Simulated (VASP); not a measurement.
# SiC (Moissanite 3C) (F-43m) in VASP: a series of runs

Runs on SiC (Moissanite 3C). Level: PBE. Tasks: single point.

Everything below comes from runs of VASP 6.6.1. Logs are shortened: lines on timing, memory, paths and dates and some standing lists are left out, and cuts for length are marked.

**The experiment to reproduce.**

“Insight into the structural, elastic and electronic properties of a new orthorhombic 6O-SiC polytype”, 2020, pmc:7200658 quotes, for a bulk crystal of SiC: band gap 2.4 eV (indirect).

The runs below are set against these values where they give the same quantity.

### 1 The cell of the first run

Symmetry: F-43m, No. 216, cubic system. The conventional cell has a = 4.329 Å, b = 4.329 Å, c = 4.329 Å, α = 90.00°, β = 90.00°, γ = 90.00°. Si (site symmetry -43m) has 4 C at 1.87 Å within 2.5 Å. C (site symmetry -43m) has 4 Si at 1.87 Å within 2.5 Å.

### 2 Single point, PBE

Input file INCAR:

```
ALGO     = Normal         # electronic algorithm
EDIFF    = 1E-6           # SCF threshold, eV
ENCUT    = 520            # plane-wave cutoff, eV
GGA      = PE             # functional
ISIF     = 2              # what is computed and relaxed
ISMEAR   = 0              # smearing method
LASPH    = T              # aspherical terms in the spheres
LCHARG   = T              # write CHGCAR
LELF     = T              # ELF
LREAL    = F              # projectors in reciprocal space
LVHAR    = T            
LWAVE    = F              # write WAVECAR
NBANDS   = 11             # bands
NELM     = 100            # most SCF steps
PREC     = Accurate       # precision mode
SIGMA    = 0.01           # smearing width, eV
```

Input file KPOINTS:

```
k-points
0
Gamma
  8 8 8
```

Input file POSCAR:

```
SiC
1.0
    0.0000000000      2.1643753983      2.1643753983
    2.1643753983      0.0000000000      2.1643753983
    2.1643753983      2.1643753983      0.0000000000
Si C
1 1
Direct
    0.0000000000      0.0000000000      0.0000000000
    0.2500000000      0.2500000000      0.2500000000
```

Potentials or basis: VASP PAW PBE potentials, release 64 (Si, C).

The run is started by

```bash
$ cat potpaw_PBE.64/Si/POTCAR potpaw_PBE.64/C/POTCAR > POTCAR
$ mpirun -np 1 vasp_std > vasp.out
```

OUTCAR:

```text
EDIFF = 1E-6
   ENCUT = 520
   GGA = PE
   ISIF = 2
   ISMEAR = 0
   LASPH = T
   LREAL = F
   NELM = 100
   PREC = Accurate

 ion  position               nearest neighbor table
   1  0.000  0.000  0.000-   2 1.87   2 1.87   2 1.87   2 1.87
   2  0.250  0.250  0.250-   1 1.87   1 1.87   1 1.87   1 1.87

  LATTYP: Found a face centered cubic cell.
 ALAT       =     4.3287507966

  Lattice vectors:

 A1 = (   0.0000000000,   2.1643753983,   2.1643753983)
 A2 = (   2.1643753983,   0.0000000000,   2.1643753983)
 A3 = (   2.1643753983,   2.1643753983,   0.0000000000)

Analysis of symmetry for initial positions (statically):
=====================================================================
 Subroutine PRICEL returns:
 Original cell was already a primitive cell.

 Routine SETGRP: Setting up the symmetry group for a
 face centered cubic supercell.

 Subroutine GETGRP returns: Found 24 space group operations
 (whereof 24 operations were pure point group operations)
 out of a pool of 48 trial point group operations.

The static configuration has the point symmetry T_d .

Analysis of symmetry for dynamics (positions and initial velocities):
=====================================================================
 Subroutine PRICEL returns:
 Original cell was already a primitive cell.

 Routine SETGRP: Setting up the symmetry group for a
 face centered cubic supercell.

 Subroutine GETGRP returns: Found 24 space group operations
 (whereof 24 operations were pure point group operations)
 out of a pool of 48 trial point group operations.

The dynamic configuration has the point symmetry T_d .

 Subroutine INISYM returns: Found 24 space group operations
 (whereof 24 operations are pure point group operations),
 and found     1 'primitive' translations

----------------------------------------------------------------------------------------

                                     Primitive cell

  volume of cell :      20.2781

  direct lattice vectors                    reciprocal lattice vectors
     0.000000000  2.164375398  2.164375398    -0.231013530  0.231013530  0.231013530
     2.164375398  0.000000000  2.164375398     0.231013530 -0.231013530  0.231013530
     2.164375398  2.164375398  0.000000000     0.231013530  0.231013530 -0.231013530

  length of vectors
     3.060889042  3.060889042  3.060889042     0.400127170  0.400127170  0.400127170

  position of ions in fractional coordinates (direct lattice)
     0.000000000  0.000000000  0.000000000
     0.250000000  0.250000000  0.250000000

  ion indices of the primitive-cell ions
   primitive index   ion index
                 1           1
                 2           2

----------------------------------------------------------------------------------------

 KPOINTS: k-points

Automatic generation of k-mesh.
 Grid dimensions read from file:
 generate k-points for:    8    8    8

 Generating k-lattice:

  Cartesian coordinates                     Fractional coordinates (reciprocal lattice)
    -0.028876691  0.028876691  0.028876691     0.125000000  0.000000000  0.000000000
     0.028876691 -0.028876691  0.028876691     0.000000000  0.125000000  0.000000000
     0.028876691  0.028876691 -0.028876691     0.000000000  0.000000000  0.125000000

  Length of vectors
     0.050015896  0.050015896  0.050015896

  Shift w.r.t. Gamma in fractional coordinates (k-lattice)
     0.000000000  0.000000000  0.000000000

 Subroutine IBZKPT returns following result:
 ===========================================

 Found     29 irreducible k-points:

 Following reciprocal coordinates:
            Coordinates               Weight
  0.000000  0.000000  0.000000      1.000000
  0.125000  0.000000  0.000000      8.000000
  0.250000  0.000000  0.000000      8.000000
  0.375000  0.000000  0.000000      8.000000
  0.500000  0.000000  0.000000      4.000000
  0.125000  0.125000  0.000000      6.000000
[... 16 lines left out ...]
  0.500000  0.250000  0.125000     48.000000
 -0.375000  0.250000  0.125000     24.000000
 [... further k-points ...]
   k-points           NKPTS =     29   k-points in BZ     NKDIM =     29   number of bands    NBANDS=     11
   number of dos      NEDOS =    301   number of ions     NIONS =      2
   total plane-waves  NPLWV =  13824
   dimension x,y,z NGX =    24 NGY =   24 NGZ =   24
   dimension x,y,z NGXF=    48 NGYF=   48 NGZF=   48
   ions per type =               1   1
   NGX,Y,Z   is equivalent  to a cutoff of  13.04, 13.04, 13.04 a.u.
   NGXF,Y,Z  is equivalent  to a cutoff of  26.07, 26.07, 26.07 a.u.
 SYSTEM =  unknown system
   PREC   = accura    normal or accurate (medium, high low for compatibility)
   ISTART =      0    job   : 0-new  1-cont  2-samecut
   ICHARG =      2    charge: 1-file 2-atom 10-const
   ISPIN  =      1    spin polarized calculation?
   LNONCOLLINEAR =      F non collinear calculations
   LSORBIT =      F    spin-orbit coupling
   LASPH  =      T    aspherical Exc in radial PAW
   ENCUT  =  520.0 eV  38.22 Ry    6.18 a.u.   5.69  5.69  5.69*2*pi/ulx,y,z
   NELM   =    100;   NELMIN=  2; NELMDL= -5     # of ELM steps
   EDIFF  = 0.1E-05   stopping-criterion for ELM
   LREAL  =      F    real-space projection
   EDIFFG = 0.1E-04   stopping-criterion for IOM
   NSW    =      0    number of steps for IOM
   IBRION =     -1    ionic relax: 0-MD 1-quasi-New 2-CG
   NFREE  =      0    steps in history (QN), initial steepest desc. (CG)
   ISIF   =      2    stress and relaxation
   ISYM   =      2    0-nonsym 1-usesym 2-fastsym
   POTIM  = 0.5000    time-step for ionic-motion
   TEBEG  =    0.0;   TEEND  =   0.0 temperature during run
   PSTRESS=    0.0 pullay stress
   NELECT =       8.0000    total number of electrons
   NUPDOWN=      -1.0000    fix difference up-down
   EMIN   =  10.00;   EMAX   =-10.00  energy-range for DOS
   EFERMI =   0.00;   METHOD = LEGACY
   ISMEAR =     0;   SIGMA  =   0.01  broadening in eV -4-tet -1-fermi 0-gaus
   EFERMI_NEDOS =   21; number of points for ismear=-14 and -15
   IALGO  =     38    algorithm
   IMIX   =      4    mixing-type and parameters
     AMIX     =   0.40;   BMIX     =  1.00
     AMIX_MAG =   1.60;   BMIX_MAG =  1.00
  volume/ion in A,a.u.               =      10.14        68.42
  Fermi-wavevector in a.u.,A,eV,Ry     =   1.200685  2.268965 19.614748  1.441643
  Thomas-Fermi vector in A             =   2.336514
   LORBIT       =      0    0 simple, 1 ext, 2 COOP (PROOUT), +10 PAW based schemes
   GGA     = PE    functional components
   LHFCALC =     F    Hartree Fock is set to
   AEXX    =    0.0000 exact exchange contribution
   IVDW    =     0    specifies the selected vdW correction
   LEPSILON=     F    determine dielectric tensor
   LRPA    =     F    only Hartree local field effects (RPA)
 non-spin polarized calculation
 Gauss-broadening in eV      SIGMA  =   0.01
  energy-cutoff  :      520.00
  volume of cell :       20.28
 maximum number of plane-waves:       568
   NGX = 11   NGY = 11   NGZ = 11

 number of electron       8.0000000 magnetization

 Free energy of the ion-electron system (eV)
  ---------------------------------------------------
  ext. energy  EPLUGINS =         0.00000000
  ---------------------------------------------------
  free energy    TOTEN  =       -15.04223810 eV

  energy without entropy =      -15.04223810  energy(sigma->0) =      -15.04223810

 E-fermi :   8.4448     XC(G=0): -11.4445

 val. band max:        8.3362359919   @ k =   0.0000   0.0000   0.0000
 cond. band min:       9.6732345684   @ k =   0.5000   0.5000   0.0000
 fundamental gap:      1.3369985765
 Fermi energy:         8.4448161130

 k-point     1 :       0.0000    0.0000    0.0000
  band No.  band energies     occupation
      1      -7.2270      2.00000
      2       8.3362      2.00000
      3       8.3362      2.00000
      4       8.3362      2.00000
      5      14.8073      0.00000
      6      15.7847      0.00000
      7      15.7847      0.00000
      8      15.7847      0.00000
      9      22.9609      0.00000
     10      22.9609      0.00000
     11      25.1320      0.00000

 k-point     2 :       0.1250    0.0000    0.0000
  band No.  band energies     occupation
      1      -6.9174      2.00000
      2       6.8467      2.00000
      3       8.1346      2.00000
      4       8.1346      2.00000
      5      15.0023      0.00000
      6      16.1398      0.00000
      7      16.1398      0.00000
      8      16.3520      0.00000
      9      21.7206      0.00000
     10      21.7206      0.00000
     11      24.5612      0.00000

 k-point     3 :       0.2500    0.0000    0.0000
  band No.  band energies     occupation
      1      -6.0114      2.00000
      2       4.0090      2.00000
      3       7.7281      2.00000
      4       7.7281      2.00000
      5      14.5052      0.00000
      6      16.3717      0.00000
      7      16.3717      0.00000
      8      17.8693      0.00000
      9      21.5646      0.00000
     10      21.5646      0.00000
     11      23.6563      0.00000

 k-point     4 :       0.3750    0.0000    0.0000
  band No.  band energies     occupation
      1      -4.6306      2.00000
      2       1.2298      2.00000
      3       7.3996      2.00000
      4       7.3996      2.00000
      5      14.0943      0.00000
      6      15.9103      0.00000
      7      15.9103      0.00000
      8      18.4908      0.00000
      9      23.6105      0.00000
     10      23.6105      0.00000
     11      24.1010      0.00000
[... 239 lines left out ...]
 k-point    22 :       0.3750    0.2500    0.1250
  band No.  band energies     occupation
      1      -5.2239      2.00000
      2       3.8288      2.00000
      3       5.4454      2.00000
      4       7.0554      2.00000
      5      13.7714      0.00000
      6      16.1019      0.00000
      7      16.9598      0.00000
      8      18.5777      0.00000
      9      20.7440      0.00000
     10      24.5187      0.00000
     11      27.9741      0.00000

 k-point    23 :       0.5000    0.2500    0.1250
  band No.  band energies     occupation
      1      -3.8971      2.00000
      2       1.7655      2.00000
      3       4.7047      2.00000
      4       6.3944      2.00000
      5      13.6894      0.00000
      6      16.0734      0.00000
      7      17.6978      0.00000
      8      18.9503      0.00000
      9      21.9101      0.00000
     10      25.0399      0.00000
     11      27.9129      0.00000

 k-point    24 :      -0.3750    0.2500    0.1250
  band No.  band energies     occupation
      1      -2.9259      2.00000
      2       0.4180      2.00000
      3       4.5967      2.00000
      4       6.0501      2.00000
      5      13.6262      0.00000
      6      15.7540      0.00000
      7      18.6531      0.00000
      8      19.5130      0.00000
      9      21.9598      0.00000
     10      24.7426      0.00000
     11      27.9091      0.00000

 [... further k-points ...]
[... 5 lines left out ...]
  --------------------------------------------------------------------------------------
  -------------------------------------------------------------------------------------
  Total        1.0052243      1.0052243      1.0052243      0.0000000      0.0000000      0.0000000
  in kB       79.4229121     79.4229121     79.4229121      0.0000000      0.0000000      0.0000000
  external PRESSURE =      79.4229121 kB  Pullay stress =       0.0000000 kB

 VOLUME and BASIS-vectors are now :
 -----------------------------------------------------------------------------
  energy-cutoff  :      520.00
  volume of cell :       20.28
      direct lattice vectors                 reciprocal lattice vectors
     0.000000000  2.164375398  2.164375398    -0.231013530  0.231013530  0.231013530
     2.164375398  0.000000000  2.164375398     0.231013530 -0.231013530  0.231013530
     2.164375398  2.164375398  0.000000000     0.231013530  0.231013530 -0.231013530

 POSITION                                       TOTAL-FORCE (eV/Angst)
 -----------------------------------------------------------------------------------
      0.00000      0.00000      0.00000        -0.000000     -0.000000     -0.000000
      1.08219      1.08219      1.08219         0.000000      0.000000      0.000000
 -----------------------------------------------------------------------------------
    total drift:                                0.000000      0.000000      0.000000

  FREE ENERGIE OF THE ION-ELECTRON SYSTEM (eV)
  ---------------------------------------------------
  free  energy   TOTEN  =       -15.0422380983 eV

  energy  without entropy=      -15.0422380983  energy(sigma->0) =      -15.04223810
```

Run time: 5.2 s. Hardware: 1 thread of AMD EPYC 7R13 (Zen 3), shared host; peak memory 0.1 GiB.

What came out:

| Item | Value |
| --- | --- |
| Free energy | -15.0422 eV |
| Pressure | 7.9 GPa |
| Band gap on the k mesh | 1.34 eV, indirect (least direct gap 4.56 eV) |

Levels at points of the mesh, in eV from the valence-band top:
```csv
k point,band 1,band 2,band 3,band 4,band 5,band 6,band 7,band 8,band 9
"(0.00, 0.00, 0.00)",-15.56,0.00,0.00,0.00,6.47,7.45,7.45,7.45,14.62
"(0.50, 0.00, 0.00)",-11.92,-8.65,-1.06,-1.06,5.62,7.31,7.31,10.17,16.45
"(0.50, 0.50, 0.00)",-10.45,-7.86,-3.22,-3.22,1.34,4.39,14.27,14.27,15.06
```

A k mesh can miss the band edges.

### 3 Single point, PBE

This run uses another cell than the first one, of 10.35 Å³/atom, 1.020 times its volume.

Input file INCAR:

```
ALGO = Normal
EDIFF = 1E-7
ENCUT = 520
GGA = PE
ISIF = 2
ISMEAR = 0
LASPH = True
LCHARG = True
LELF = True
LREAL = False
LVHAR = True
LWAVE = False
NBANDS = 11
NELM = 80
PREC = Accurate
SIGMA = 0.01
```

KPOINTS is that of step 2.

Input file POSCAR:

```
SiC
1.0
    0.0000000000      2.1790000000      2.1790000000
    2.1790000000      0.0000000000      2.1790000000
    2.1790000000      2.1790000000      0.0000000000
Si C
1 1
Direct
    0.0000000000      0.0000000000      0.0000000000
    0.2500000000      0.2500000000      0.2500000000
```

Potentials or basis: VASP PAW PBE potentials, release 64 (Si, C).

The run is started by

```bash
$ cat potpaw_PBE.64/Si/POTCAR potpaw_PBE.64/C/POTCAR > POTCAR
$ mpirun -np 1 vasp_std > vasp.out
```

Run time: 5.5 s. Hardware: 1 thread of AMD EPYC 7R13 (Zen 3), shared host; peak memory 0.1 GiB.

The run converged. Its results:

```
Free energy            : -15.0567 eV
Pressure               : 3.2 GPa
Band gap on the k mesh : 1.36 eV, indirect (least direct gap 4.54 eV)
```

Levels at points of the mesh, in eV from the valence-band top:
```
           k point  band 1  band 2  band 3  band 4  band 5  band 6  band 7  band 8
(0.00, 0.00, 0.00)  -15.40    0.00    0.00    0.00    6.23    7.31    7.31    7.31
(0.50, 0.00, 0.00)  -11.84   -8.53   -1.05   -1.05    5.43    7.23    7.23   10.05
(0.50, 0.50, 0.00)  -10.39   -7.80   -3.19   -3.19    1.36    4.32   14.03   14.03
```

A k mesh can miss the band edges. As with any semilocal functional, this PBE gap is likely too small.

### 4 Single point, PBE

This run uses another cell than the first one, of 10.55 Å³/atom, 1.041 times its volume.

Input file INCAR:

```
PREC = Accurate
ENCUT = 520
EDIFF = 1E-6
ISMEAR = 0
SIGMA = 0.01
LREAL = F
LASPH = T
NELM = 80
ALGO = Normal
ISIF = 2
LWAVE = F
LCHARG = T
GGA = PE
LELF = T
LVHAR = T
NBANDS = 11
```

Input file KPOINTS:

```
Automatic mesh
0
Gamma
  8 8 8
```

Input file POSCAR:

```
SiC
1.0
    0.0000000000      2.1934308841      2.1934308841
    2.1934308841      0.0000000000      2.1934308841
    2.1934308841      2.1934308841      0.0000000000
Si C
1 1
Direct
    0.0000000000      0.0000000000      0.0000000000
    0.2500000000      0.2500000000      0.2500000000
```

Potentials or basis: VASP PAW PBE potentials, release 64 (Si, C).

The run is started by

```bash
$ cat potpaw_PBE.64/Si/POTCAR potpaw_PBE.64/C/POTCAR > POTCAR
$ mpirun -np 1 vasp_std > vasp.out
```

OUTCAR:

```text
PREC = Accurate
   ENCUT = 520
   EDIFF = 1E-6
   ISMEAR = 0
   LREAL = F
   LASPH = T
   NELM = 80
   ISIF = 2
   GGA = PE

 ion  position               nearest neighbor table
   1  0.000  0.000  0.000-   2 1.90   2 1.90   2 1.90   2 1.90
   2  0.250  0.250  0.250-   1 1.90   1 1.90   1 1.90   1 1.90

  LATTYP: Found a face centered cubic cell.
 ALAT       =     4.3868617682

  Lattice vectors:

 A1 = (   0.0000000000,   2.1934308841,   2.1934308841)
 A2 = (   2.1934308841,   0.0000000000,   2.1934308841)
 A3 = (   2.1934308841,   2.1934308841,   0.0000000000)
[... 511 lines left out ...]
      6      15.0242      0.00000
      7      17.8700      0.00000
      8      18.7211      0.00000
      9      21.1178      0.00000
     10      23.9318      0.00000
     11      26.9763      0.00000

 [... further k-points ...]
[... 5 lines left out ...]
  --------------------------------------------------------------------------------------
  -------------------------------------------------------------------------------------
  Total       -0.1405959     -0.1405959     -0.1405959     -0.0000000      0.0000000      0.0000000
  in kB      -10.6728730    -10.6728730    -10.6728730     -0.0000000      0.0000000      0.0000000
  external PRESSURE =     -10.6728730 kB  Pullay stress =       0.0000000 kB

 VOLUME and BASIS-vectors are now :
 -----------------------------------------------------------------------------
  energy-cutoff  :      520.00
  volume of cell :       21.11
      direct lattice vectors                 reciprocal lattice vectors
     0.000000000  2.193430884  2.193430884    -0.227953387  0.227953387  0.227953387
     2.193430884  0.000000000  2.193430884     0.227953387 -0.227953387  0.227953387
     2.193430884  2.193430884  0.000000000     0.227953387  0.227953387 -0.227953387

 POSITION                                       TOTAL-FORCE (eV/Angst)
 -----------------------------------------------------------------------------------
      0.00000      0.00000      0.00000         0.000000      0.000000      0.000000
      1.09672      1.09672      1.09672        -0.000000     -0.000000     -0.000000
 -----------------------------------------------------------------------------------
    total drift:                                0.000000      0.000000      0.000000

  FREE ENERGIE OF THE ION-ELECTRON SYSTEM (eV)
  ---------------------------------------------------
  free  energy   TOTEN  =       -15.0594562675 eV

  energy  without entropy=      -15.0594562675  energy(sigma->0) =      -15.05945627
```

stdout:

```text
POSCAR found type information on POSCAR SiC
 POSCAR found :  2 types and       2 ions
 scaLAPACK will be used
 LDA part: xc-table for (Slater+PW92), standard interpolation
 POSCAR, INCAR and KPOINTS ok, starting setup
 FFT: planning ... GRIDC
 FFT: planning ... GRID_SOFT
 FFT: planning ... GRID
 WAVECAR not read
 entering main loop
```

It took 5.1 s on 1 thread of AMD EPYC 7R13 (Zen 3), shared host; peak memory 0.1 GiB.

Results:

```yaml
Free_energy: -15.0595 eV
Pressure: -1.1 GPa
Band_gap_on_the_k_mesh: 1.37 eV, indirect (least direct gap 4.52 eV)
```

(Part 1 of 2 ends here.)
